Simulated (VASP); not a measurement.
# Rh (Cm) in VASP: single point with PBE

Aim: the single point of Rh with PBE.

All numbers are computed with VASP 6.6.1; they aren't measurements. Logs are shortened: lines on timing, memory, paths and dates and some standing lists are left out, and cuts for length are marked.

## (1) The cell of the first run

Symmetry: Cm, No. 8, monoclinic system. The conventional cell has a = 4.662 Å, b = 2.692 Å, c = 8.798 Å, α = 90.00°, β = 90.00°, γ = 90.00°. Within 3.5 Å of Rh (site symmetry m) lie 12 Rh at 2.69 Å. Within 3.4 Å of Rh (site symmetry m) lie 12 Rh at 2.61 to 2.74 Å. Rh (site symmetry m) has 12 Rh at 2.61 to 2.78 Å within 3.4 Å. Rh (site symmetry m) has 12 Rh at 2.65 to 2.78 Å within 3.5 Å.

## (2) Single point, PBE (one atom moved)

File INCAR:

```
SYSTEM = Rh
PREC     = Accurate       ! precision mode
ENCUT    = 520            ! plane-wave cutoff, eV
EDIFF    = 1E-6           ! SCF threshold, eV
ISMEAR   = 0              ! smearing method
SIGMA    = 0.1            ! smearing width, eV
LREAL    = .False.        ! projectors in reciprocal space
LASPH    = .True.         ! aspherical terms in the spheres
NELM     = 100            ! most SCF steps
ALGO     = Normal         ! electronic algorithm
ISIF     = 2              ! what is computed and relaxed
LWAVE    = .False.        ! write WAVECAR
LCHARG   = .False.        ! write CHGCAR
GGA      = PE             ! functional
NBANDS   = 38             ! bands
```

File KPOINTS:

```
regular mesh
0
Gamma
  15 15 4
  0 0 0
```

File POSCAR:

```
Rh
1.0
    2.6917446234      0.0000000000      0.0000000000
   -1.3458723117      2.3311192244      0.0000000000
    0.0000000000      0.0000000000      8.7980701300
Rh
4
Direct
    0.0000000000      0.0000000000      0.0000000000
    0.3333333300      0.6666666700      0.2500000000
    0.0321733866      0.0643467732      0.5000000000
    0.6666666700      0.3333333300      0.7500000000
```

Potentials or basis: VASP PAW PBE potentials, release 64 (Rh_pv).

Launch:

```bash
$ cat potpaw_PBE.64/Rh_pv/POTCAR > POTCAR
$ mpirun -np 1 vasp_std > vasp.out
```

OUTCAR:

```text
SYSTEM = Rh
   PREC = Accurate
   ENCUT = 520
   EDIFF = 1E-6
   ISMEAR = 0
   LREAL = .False.
   LASPH = .True.
   NELM = 100
   ISIF = 2
   GGA = PE

 ion  position               nearest neighbor table
   1  0.000  0.000  0.000-   2 2.69   4 2.69   4 2.69   2 2.69   4 2.69   2 2.69
   2  0.333  0.667  0.250-   3 2.61   1 2.69   1 2.69   1 2.69   3 2.74   3 2.74
   3  0.032  0.064  0.500-   2 2.61   4 2.65   4 2.65   2 2.74   2 2.74   4 2.78
   4  0.667  0.333  0.750-   3 2.65   3 2.65   1 2.69   1 2.69   1 2.69   3 2.78

  LATTYP: Found a hexagonal cell.
 ALAT       =     2.6917446234
 C/A-ratio  =     3.2685382014

  Lattice vectors:

 A1 = (   2.6917446234,   0.0000000000,   0.0000000000)
 A2 = (  -1.3458723117,   2.3311192244,   0.0000000000)
 A3 = (   0.0000000000,   0.0000000000,   8.7980701300)

Analysis of symmetry for initial positions (statically):
=====================================================================
 Subroutine PRICEL returns:
 Original cell was already a primitive cell.

 Routine SETGRP: Setting up the symmetry group for a
 hexagonal supercell.

 Subroutine GETGRP returns: Found  2 space group operations
 (whereof  2 operations were pure point group operations)
 out of a pool of 24 trial point group operations.

The static configuration has the point symmetry C_1h.

Analysis of symmetry for dynamics (positions and initial velocities):
=====================================================================
 Subroutine PRICEL returns:
 Original cell was already a primitive cell.

 Routine SETGRP: Setting up the symmetry group for a
 hexagonal supercell.

 Subroutine GETGRP returns: Found  2 space group operations
 (whereof  2 operations were pure point group operations)
 out of a pool of 24 trial point group operations.

The dynamic configuration has the point symmetry C_1h.

 Subroutine INISYM returns: Found  2 space group operations
 (whereof  2 operations are pure point group operations),
 and found     1 'primitive' translations

----------------------------------------------------------------------------------------

                                     Primitive cell

  volume of cell :      55.2059

  direct lattice vectors                    reciprocal lattice vectors
     2.691744623  0.000000000  0.000000000     0.371506268  0.214489244  0.000000000
    -1.345872312  2.331119224  0.000000000     0.000000000  0.428978488  0.000000000
     0.000000000  0.000000000  8.798070130     0.000000000  0.000000000  0.113661290

  length of vectors
     2.691744623  2.691744623  8.798070130     0.428978488  0.428978488  0.113661290

  position of ions in fractional coordinates (direct lattice)
     0.000000000  0.000000000  0.000000000
     0.333333330  0.666666670  0.250000000
     0.032173387  0.064346773  0.500000000
     0.666666670  0.333333330  0.750000000

  ion indices of the primitive-cell ions
   primitive index   ion index
                 1           1
                 2           2
                 3           3
                 4           4

----------------------------------------------------------------------------------------

 KPOINTS: regular mesh

Automatic generation of k-mesh.
 Grid dimensions read from file:
 generate k-points for:   15   15    4

 Generating k-lattice:

  Cartesian coordinates                     Fractional coordinates (reciprocal lattice)
     0.024767085  0.014299283  0.000000000     0.066666667 -0.000000000  0.000000000
     0.000000000  0.028598566  0.000000000     0.000000000  0.066666667  0.000000000
     0.000000000  0.000000000  0.028415322     0.000000000  0.000000000  0.250000000

  Length of vectors
     0.028598566  0.028598566  0.028415322

  Shift w.r.t. Gamma in fractional coordinates (k-lattice)
     0.000000000  0.000000000  0.000000000

 Subroutine IBZKPT returns following result:
 ===========================================

 Found    248 irreducible k-points:

 Following reciprocal coordinates:
            Coordinates               Weight
  0.000000  0.000000  0.000000      1.000000
  0.066667  0.000000  0.000000      4.000000
  0.000000  0.066667  0.000000      2.000000
  0.133333  0.000000  0.000000      4.000000
  0.000000  0.133333  0.000000      2.000000
  0.200000  0.000000  0.000000      4.000000
[... 16 lines left out ...]
 -0.266667  0.200000  0.000000      4.000000
  0.266667  0.066667  0.000000      4.000000
 [... further k-points ...]
   k-points           NKPTS =    248   k-points in BZ     NKDIM =    248   number of bands    NBANDS=     38
   number of dos      NEDOS =    301   number of ions     NIONS =      4
   total plane-waves  NPLWV =  28000
   dimension x,y,z NGX =    20 NGY =   20 NGZ =   70
   dimension x,y,z NGXF=    40 NGYF=   40 NGZF=  140
   ions per type =               4
   NGX,Y,Z   is equivalent  to a cutoff of  12.35, 12.35, 13.23 a.u.
   NGXF,Y,Z  is equivalent  to a cutoff of  24.70, 24.70, 26.45 a.u.
 SYSTEM =  Rh
   PREC   = accura    normal or accurate (medium, high low for compatibility)
   ISTART =      0    job   : 0-new  1-cont  2-samecut
   ICHARG =      2    charge: 1-file 2-atom 10-const
   ISPIN  =      1    spin polarized calculation?
   LNONCOLLINEAR =      F non collinear calculations
   LSORBIT =      F    spin-orbit coupling
   LASPH  =      T    aspherical Exc in radial PAW
   ENCUT  =  520.0 eV  38.22 Ry    6.18 a.u.   5.00  5.00 16.36*2*pi/ulx,y,z
   NELM   =    100;   NELMIN=  2; NELMDL= -5     # of ELM steps
   EDIFF  = 0.1E-05   stopping-criterion for ELM
   LREAL  =      F    real-space projection
   EDIFFG = 0.1E-04   stopping-criterion for IOM
   NSW    =      0    number of steps for IOM
   IBRION =     -1    ionic relax: 0-MD 1-quasi-New 2-CG
   NFREE  =      0    steps in history (QN), initial steepest desc. (CG)
   ISIF   =      2    stress and relaxation
   ISYM   =      2    0-nonsym 1-usesym 2-fastsym
   POTIM  = 0.5000    time-step for ionic-motion
   TEBEG  =    0.0;   TEEND  =   0.0 temperature during run
   PSTRESS=    0.0 pullay stress
   NELECT =      60.0000    total number of electrons
   NUPDOWN=      -1.0000    fix difference up-down
   EMIN   =  10.00;   EMAX   =-10.00  energy-range for DOS
   EFERMI =   0.00;   METHOD = LEGACY
   ISMEAR =     0;   SIGMA  =   0.10  broadening in eV -4-tet -1-fermi 0-gaus
   EFERMI_NEDOS =   21; number of points for ismear=-14 and -15
   IALGO  =     38    algorithm
   IMIX   =      4    mixing-type and parameters
     AMIX     =   0.40;   BMIX     =  1.00
     AMIX_MAG =   1.60;   BMIX_MAG =  1.00
  volume/ion in A,a.u.               =      13.80        93.14
  Fermi-wavevector in a.u.,A,eV,Ry     =   1.683178  3.180745 38.546496  2.833088
  Thomas-Fermi vector in A             =   2.766425
   LORBIT       =      0    0 simple, 1 ext, 2 COOP (PROOUT), +10 PAW based schemes
   GGA     = PE    functional components
   LHFCALC =     F    Hartree Fock is set to
   AEXX    =    0.0000 exact exchange contribution
   IVDW    =     0    specifies the selected vdW correction
   LEPSILON=     F    determine dielectric tensor
   LRPA    =     F    only Hartree local field effects (RPA)
 non-spin polarized calculation
 Gauss-broadening in eV      SIGMA  =   0.10
  energy-cutoff  :      520.00
  volume of cell :       55.21
 maximum number of plane-waves:      1513
   NGX =  9   NGY =  9   NGZ = 33

 number of electron      59.9999995 magnetization

 Free energy of the ion-electron system (eV)
  ---------------------------------------------------
  ext. energy  EPLUGINS =         0.00000000
  ---------------------------------------------------
  free energy    TOTEN  =       -28.92070664 eV

  energy without entropy =      -28.89691120  energy(sigma->0) =      -28.90880892

 E-fermi :  11.8561     XC(G=0): -14.0055

 val. band max:       11.8557348484   @ k =   0.2667   0.1333   0.0000
 cond. band min:      11.8566526934   @ k =   0.4667   0.2667   0.5000
 fundamental gap:      0.0009178451
 Fermi energy:        11.8561365089

 k-point     1 :       0.0000    0.0000    0.0000
  band No.  band energies     occupation
      1     -35.2565      2.00000
      2     -34.9041      2.00000
      3     -34.8943      2.00000
      4     -34.6412      2.00000
      5     -34.6354      2.00000
      6     -34.5908      2.00000
[... 30 lines left out ...]
     37      20.4010      0.00000
     38      26.2910      0.00000

 k-point     2 :       0.0667    0.0000    0.0000
  band No.  band energies     occupation
      1     -35.2464      2.00000
      2     -34.9068      2.00000
      3     -34.8971      2.00000
      4     -34.6635      2.00000
      5     -34.6432      2.00000
      6     -34.6088      2.00000
[... 30 lines left out ...]
     37      20.3760      0.00000
     38      26.4624      0.00000

 k-point     3 :       0.0000    0.0667    0.0000
  band No.  band energies     occupation
      1     -35.2465      2.00000
      2     -34.9071      2.00000
      3     -34.8968      2.00000
      4     -34.6583      2.00000
      5     -34.6484      2.00000
      6     -34.6072      2.00000
[... 30 lines left out ...]
     37      20.3759      0.00000
     38      26.4630      0.00000

 k-point     4 :       0.1333    0.0000    0.0000
  band No.  band energies     occupation
      1     -35.2174      2.00000
      2     -34.9195      2.00000
      3     -34.9102      2.00000
      4     -34.7260      2.00000
      5     -34.6708      2.00000
      6     -34.6550      2.00000
[... 30 lines left out ...]
     37      20.3128      0.00000
     38      26.8676      0.00000
[... 703 lines left out ...]
      4     -34.8658      2.00000
      5     -34.8121      2.00000
      6     -34.7384      2.00000
[... 30 lines left out ...]
     37      20.2487      0.00000
     38      26.0073      0.00000

 k-point    23 :      -0.2667    0.2000    0.0000
  band No.  band energies     occupation
      1     -35.1406      2.00000
      2     -34.9989      2.00000
      3     -34.9760      2.00000
      4     -34.8707      2.00000
      5     -34.8130      2.00000
      6     -34.7467      2.00000
[... 30 lines left out ...]
     37      20.2511      0.00000
     38      26.0212      0.00000

 k-point    24 :       0.2667    0.0667    0.0000
  band No.  band energies     occupation
      1     -35.1101      2.00000
      2     -35.0757      2.00000
      3     -35.0234      2.00000
      4     -34.9702      2.00000
      5     -34.9227      2.00000
      6     -34.7657      2.00000
[... 30 lines left out ...]
     37      20.3138      0.00000
     38      23.7258      0.00000

 [... further k-points ...]
[... 5 lines left out ...]
  --------------------------------------------------------------------------------------
  -------------------------------------------------------------------------------------
  Total        1.8333726      1.8820482      1.9381694      0.0000000     -0.1731919      0.0000000
  in kB       53.2078320     54.6204866     56.2492262      0.0000000     -5.0263452      0.0000000
  external PRESSURE =      54.6925149 kB  Pullay stress =       0.0000000 kB

 VOLUME and BASIS-vectors are now :
 -----------------------------------------------------------------------------
  energy-cutoff  :      520.00
  volume of cell :       55.21
      direct lattice vectors                 reciprocal lattice vectors
     2.691744623  0.000000000  0.000000000     0.371506268  0.214489244  0.000000000
    -1.345872312  2.331119224  0.000000000     0.000000000  0.428978488  0.000000000
     0.000000000  0.000000000  8.798070130     0.000000000  0.000000000  0.113661290

 POSITION                                       TOTAL-FORCE (eV/Angst)
 -----------------------------------------------------------------------------------
      0.00000      0.00000      0.00000         0.000000     -0.025627      0.003211
     -0.00000      1.55408      2.19952         0.000000      0.291914     -0.085386
      0.00000      0.15000      4.39904         0.000000     -0.501655      0.014785
      1.34587      0.77704      6.59855         0.000000      0.235367      0.067390
 -----------------------------------------------------------------------------------
    total drift:                                0.000001      0.000040      0.000017

  FREE ENERGIE OF THE ION-ELECTRON SYSTEM (eV)
  ---------------------------------------------------
  free  energy   TOTEN  =       -28.9207066393 eV

  energy  without entropy=      -28.8969112045  energy(sigma->0) =      -28.90880892
```

Wall time 3.5 min (1 thread of Intel Xeon 6975P-C (Granite Rapids), shared host); peak memory 0.44 GiB.

Results:

* Free energy: -28.9207 eV
* Pressure: 5.5 GPa
* Largest force: 0.502 eV/Å
* Band gap on the k mesh: zero (band 30 reaches 12.53 eV, above the bottom of band 31 at 10.68 eV)

Forces in eV/Å, atoms in the order of the input:
```
Rh   0.000 -0.026  0.003
Rh   0.000  0.292 -0.085
Rh   0.000 -0.502  0.015
Rh   0.000  0.235  0.067
```

Levels at points of the mesh, in eV from the Fermi level:
```tsv
k point	band 27	band 28	band 29	band 30	band 31	band 32
(0.00, 0.00, 0.00)	-2.56	-1.48	-1.46	-0.85	-0.84	-0.31
(0.00, 0.00, 0.50)	-1.26	-1.26	-1.13	-1.11	-1.02	-1.00
```

Caveat: the cell differs from its parent crystal (one atom moved).
